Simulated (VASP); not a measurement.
# Rb (P6_3/mmc) in VASP: single point with PBE

Aim: the single point of Rb with PBE.

Program: VASP 6.6.1. These are calculated values, not measurements. Logs are shortened: lines on timing, memory, paths and dates and some standing lists are left out, and cuts for length are marked.

## Step 1: The cell of the first run

The structure is hexagonal, space group P6_3/mmc (No. 194). The conventional cell has a = 5.088 Å, b = 5.088 Å, c = 8.442 Å, α = 90.00°, β = 90.00°, γ = 120.00°.

## Step 2: Single point, PBE

INCAR reads:

```
SYSTEM = Rb
ALGO = Normal
EDIFF = 1E-6
ENCUT = 520
GGA = PE
ISIF = 2
ISMEAR = 0
LASPH = .True.
LCHARG = .False.
LREAL = .False.
LWAVE = .False.
NBANDS = 16
NELM = 100
PREC = Accurate
SIGMA = 0.05
```

KPOINTS reads:

```
k-points
0
Gamma
  12 12 6
  0 0 0
```

POSCAR reads:

```
Rb
1.0
    5.0882069800      0.0000000000      0.0000000000
   -2.5441034900      4.4065165000      0.0000000000
    0.0000000000      0.0000000000      8.4420579800
Rb
2
Direct
    0.3333333300      0.6666666700      0.2500000000
    0.6666666700      0.3333333300      0.7500000000
```

Potentials or basis: VASP PAW PBE potentials, release 64 (Rb_sv).

Started as:

```bash
$ cat potpaw_PBE.64/Rb_sv/POTCAR > POTCAR
$ mpirun -np 1 vasp_std > vasp.out
```

OUTCAR:

```text
SYSTEM = Rb
   EDIFF = 1E-6
   ENCUT = 520
   GGA = PE
   ISIF = 2
   ISMEAR = 0
   LASPH = .True.
   LREAL = .False.
   NELM = 100
   PREC = Accurate

 ion  position               nearest neighbor table
   1  0.333  0.667  0.250-   2 5.14   2 5.14   2 5.14   2 5.14   2 5.14   2 5.14
   2  0.667  0.333  0.750-   1 5.14   1 5.14   1 5.14   1 5.14   1 5.14   1 5.14

  LATTYP: Found a hexagonal cell.
 ALAT       =     5.0882069800
 C/A-ratio  =     1.6591420147

  Lattice vectors:

 A1 = (   5.0882069800,   0.0000000000,   0.0000000000)
 A2 = (  -2.5441034900,   4.4065165000,   0.0000000000)
 A3 = (   0.0000000000,   0.0000000000,   8.4420579800)

Analysis of symmetry for initial positions (statically):
=====================================================================
 Subroutine PRICEL returns:
 Original cell was already a primitive cell.

 Routine SETGRP: Setting up the symmetry group for a
 hexagonal supercell.

 Subroutine GETGRP returns: Found 24 space group operations
 (whereof 12 operations were pure point group operations)
 out of a pool of 24 trial point group operations.

The static configuration has the point symmetry D_3d.
 The point group associated with its full space group is D_6h.

Analysis of symmetry for dynamics (positions and initial velocities):
=====================================================================
 Subroutine PRICEL returns:
 Original cell was already a primitive cell.

 Routine SETGRP: Setting up the symmetry group for a
 hexagonal supercell.

 Subroutine GETGRP returns: Found 24 space group operations
 (whereof 12 operations were pure point group operations)
 out of a pool of 24 trial point group operations.

The dynamic configuration has the point symmetry D_3d.
 The point group associated with its full space group is D_6h.

 Subroutine INISYM returns: Found 24 space group operations
 (whereof 12 operations are pure point group operations),
 and found     1 'primitive' translations

----------------------------------------------------------------------------------------

                                     Primitive cell

  volume of cell :     189.2816

  direct lattice vectors                    reciprocal lattice vectors
     5.088206980  0.000000000  0.000000000     0.196532886  0.113468314  0.000000000
    -2.544103490  4.406516500  0.000000000     0.000000000  0.226936629  0.000000000
     0.000000000  0.000000000  8.442057980     0.000000000  0.000000000  0.118454529

  length of vectors
     5.088206980  5.088206976  8.442057980     0.226936629  0.226936629  0.118454529

  position of ions in fractional coordinates (direct lattice)
     0.333333330  0.666666670  0.250000000
     0.666666670  0.333333330  0.750000000

  ion indices of the primitive-cell ions
   primitive index   ion index
                 1           1
                 2           2

----------------------------------------------------------------------------------------

 KPOINTS: k-points

Automatic generation of k-mesh.
 Grid dimensions read from file:
 generate k-points for:   12   12    6

 Generating k-lattice:

  Cartesian coordinates                     Fractional coordinates (reciprocal lattice)
     0.016377740  0.009455693  0.000000000     0.083333333  0.000000000  0.000000000
     0.000000000  0.018911386  0.000000000     0.000000000  0.083333333  0.000000000
     0.000000000  0.000000000  0.019742421     0.000000000  0.000000000  0.166666667

  Length of vectors
     0.018911386  0.018911386  0.019742421

  Shift w.r.t. Gamma in fractional coordinates (k-lattice)
     0.000000000  0.000000000  0.000000000

 Subroutine IBZKPT returns following result:
 ===========================================

 Found     76 irreducible k-points:

 Following reciprocal coordinates:
            Coordinates               Weight
  0.000000  0.000000  0.000000      1.000000
  0.083333  0.000000  0.000000      6.000000
  0.166667  0.000000  0.000000      6.000000
  0.250000  0.000000  0.000000      6.000000
  0.333333  0.000000  0.000000      6.000000
  0.416667  0.000000  0.000000      6.000000
[... 16 lines left out ...]
  0.250000  0.000000  0.166667     12.000000
  0.333333  0.000000  0.166667     12.000000
 [... further k-points ...]
   k-points           NKPTS =     76   k-points in BZ     NKDIM =     76   number of bands    NBANDS=     16
   number of dos      NEDOS =    301   number of ions     NIONS =      2
   total plane-waves  NPLWV = 102400
   dimension x,y,z NGX =    40 NGY =   40 NGZ =   64
   dimension x,y,z NGXF=    80 NGYF=   80 NGZF=  128
   ions per type =               2
   NGX,Y,Z   is equivalent  to a cutoff of  13.07, 13.07, 12.60 a.u.
   NGXF,Y,Z  is equivalent  to a cutoff of  26.14, 26.14, 25.21 a.u.
 SYSTEM =  Rb
   PREC   = accura    normal or accurate (medium, high low for compatibility)
   ISTART =      0    job   : 0-new  1-cont  2-samecut
   ICHARG =      2    charge: 1-file 2-atom 10-const
   ISPIN  =      1    spin polarized calculation?
   LNONCOLLINEAR =      F non collinear calculations
   LSORBIT =      F    spin-orbit coupling
   LASPH  =      T    aspherical Exc in radial PAW
   ENCUT  =  520.0 eV  38.22 Ry    6.18 a.u.   9.46  9.46 15.70*2*pi/ulx,y,z
   NELM   =    100;   NELMIN=  2; NELMDL= -5     # of ELM steps
   EDIFF  = 0.1E-05   stopping-criterion for ELM
   LREAL  =      F    real-space projection
   EDIFFG = 0.1E-04   stopping-criterion for IOM
   NSW    =      0    number of steps for IOM
   IBRION =     -1    ionic relax: 0-MD 1-quasi-New 2-CG
   NFREE  =      0    steps in history (QN), initial steepest desc. (CG)
   ISIF   =      2    stress and relaxation
   ISYM   =      2    0-nonsym 1-usesym 2-fastsym
   POTIM  = 0.5000    time-step for ionic-motion
   TEBEG  =    0.0;   TEEND  =   0.0 temperature during run
   PSTRESS=    0.0 pullay stress
   NELECT =      18.0000    total number of electrons
   NUPDOWN=      -1.0000    fix difference up-down
   EMIN   =  10.00;   EMAX   =-10.00  energy-range for DOS
   EFERMI =   0.00;   METHOD = LEGACY
   ISMEAR =     0;   SIGMA  =   0.05  broadening in eV -4-tet -1-fermi 0-gaus
   EFERMI_NEDOS =   21; number of points for ismear=-14 and -15
   IALGO  =     38    algorithm
   IMIX   =      4    mixing-type and parameters
     AMIX     =   0.40;   BMIX     =  1.00
     AMIX_MAG =   1.60;   BMIX_MAG =  1.00
  volume/ion in A,a.u.               =      94.64       638.67
  Fermi-wavevector in a.u.,A,eV,Ry     =   0.747245  1.412088  7.597148  0.558375
  Thomas-Fermi vector in A             =   1.843255
   LORBIT       =      0    0 simple, 1 ext, 2 COOP (PROOUT), +10 PAW based schemes
   GGA     = PE    functional components
   LHFCALC =     F    Hartree Fock is set to
   AEXX    =    0.0000 exact exchange contribution
   IVDW    =     0    specifies the selected vdW correction
   LEPSILON=     F    determine dielectric tensor
   LRPA    =     F    only Hartree local field effects (RPA)
 non-spin polarized calculation
 Gauss-broadening in eV      SIGMA  =   0.05
  energy-cutoff  :      520.00
  volume of cell :      189.28
 maximum number of plane-waves:      5147
 NGX is ok and might be reduce to    40
   NGX = 19   NGY = 19   NGZ = 31

 number of electron      18.0000000 magnetization

 Free energy of the ion-electron system (eV)
  ---------------------------------------------------
  ext. energy  EPLUGINS =         0.00000000
  ---------------------------------------------------
  free energy    TOTEN  =        -1.87395259 eV

  energy without entropy =       -1.87159807  energy(sigma->0) =       -1.87277533

 E-fermi :  -0.1014     XC(G=0):  -5.3719

 val. band max:       -0.1085359324   @ k =   0.4167   0.0833   0.1667
 cond. band min:      -0.0777086086   @ k =   0.3333   0.1667   0.3333
 fundamental gap:      0.0308273238
 Fermi energy:        -0.1014483309

 k-point     1 :       0.0000    0.0000    0.0000
  band No.  band energies     occupation
      1     -28.9924      2.00000
      2     -28.9896      2.00000
      3     -13.1183      2.00000
      4     -13.0494      2.00000
      5     -13.0494      2.00000
      6     -13.0398      2.00000
[... 8 lines left out ...]
     15       3.7663      0.00000
     16       3.7663      0.00000

 k-point     2 :       0.0833    0.0000    0.0000
  band No.  band energies     occupation
      1     -28.9923      2.00000
      2     -28.9895      2.00000
      3     -13.1165      2.00000
      4     -13.0538      2.00000
      5     -13.0507      2.00000
      6     -13.0435      2.00000
[... 8 lines left out ...]
     15       3.5901      0.00000
     16       3.8391      0.00000

 k-point     3 :       0.1667    0.0000    0.0000
  band No.  band energies     occupation
      1     -28.9917      2.00000
      2     -28.9892      2.00000
      3     -13.1114      2.00000
      4     -13.0658      2.00000
      5     -13.0558      2.00000
      6     -13.0544      2.00000
[... 8 lines left out ...]
     15       3.5676      0.00000
     16       3.7367      0.00000

 k-point     4 :       0.2500    0.0000    0.0000
  band No.  band energies     occupation
      1     -28.9910      2.00000
      2     -28.9888      2.00000
      3     -13.1037      2.00000
      4     -13.0824      2.00000
      5     -13.0722      2.00000
      6     -13.0592      2.00000
[... 8 lines left out ...]
     15       3.6664      0.00000
     16       3.7713      0.00000
[... 324 lines left out ...]
 k-point    22 :       0.1667    0.0000    0.1667
  band No.  band energies     occupation
      1     -28.9916      2.00000
      2     -28.9894      2.00000
      3     -13.1075      2.00000
      4     -13.0646      2.00000
      5     -13.0588      2.00000
      6     -13.0536      2.00000
[... 8 lines left out ...]
     15       3.5413      0.00000
     16       3.8004      0.00000

 k-point    23 :       0.2500    0.0000    0.1667
  band No.  band energies     occupation
      1     -28.9908      2.00000
      2     -28.9890      2.00000
      3     -13.1025      2.00000
      4     -13.0796      2.00000
      5     -13.0745      2.00000
      6     -13.0583      2.00000
[... 8 lines left out ...]
     15       3.6340      0.00000
     16       3.7809      0.00000

 k-point    24 :       0.3333    0.0000    0.1667
  band No.  band energies     occupation
      1     -28.9901      2.00000
      2     -28.9886      2.00000
      3     -13.1045      2.00000
      4     -13.0921      2.00000
      5     -13.0847      2.00000
      6     -13.0629      2.00000
[... 8 lines left out ...]
     15       3.5041      0.00000
     16       3.9756      0.00000

 [... further k-points ...]

------------------------ aborting loop because EDIFF is reached ----------------------------------------

  FORCE on cell =-STRESS in cart. coord.  units (eV):
  Direction    XX          YY          ZZ          XY          YZ          ZX
  --------------------------------------------------------------------------------------
  -------------------------------------------------------------------------------------
  Total       -0.0846560     -0.0846560     -0.1508379      0.0000000      0.0000000      0.0000000
  in kB       -0.7165718     -0.7165718     -1.2767698      0.0000000      0.0000000      0.0000000
  external PRESSURE =      -0.9033045 kB  Pullay stress =       0.0000000 kB

 VOLUME and BASIS-vectors are now :
 -----------------------------------------------------------------------------
  energy-cutoff  :      520.00
  volume of cell :      189.28
      direct lattice vectors                 reciprocal lattice vectors
     5.088206980  0.000000000  0.000000000     0.196532886  0.113468314  0.000000000
    -2.544103490  4.406516500  0.000000000     0.000000000  0.226936629  0.000000000
     0.000000000  0.000000000  8.442057980     0.000000000  0.000000000  0.118454529

 POSITION                                       TOTAL-FORCE (eV/Angst)
 -----------------------------------------------------------------------------------
     -0.00000      2.93768      2.11051        -0.000000      0.000000      0.000000
      2.54410      1.46884      6.33154         0.000000     -0.000000      0.000000
 -----------------------------------------------------------------------------------
    total drift:                               -0.000005      0.000003     -0.000000

  FREE ENERGIE OF THE ION-ELECTRON SYSTEM (eV)
  ---------------------------------------------------
  free  energy   TOTEN  =        -1.8739525910 eV

  energy  without entropy=       -1.8715980736  energy(sigma->0) =       -1.87277533
```

It took 2.2 min on 1 thread of AMD EPYC 7R43 (Zen 3), shared host; peak memory 0.37 GiB.

Results:

```
Free energy            : -1.8740 eV
Pressure               : -0.1 GPa
Band gap on the k mesh : zero (band 9 reaches 0.99 eV, above the bottom of band 10 at -1.36 eV)
```
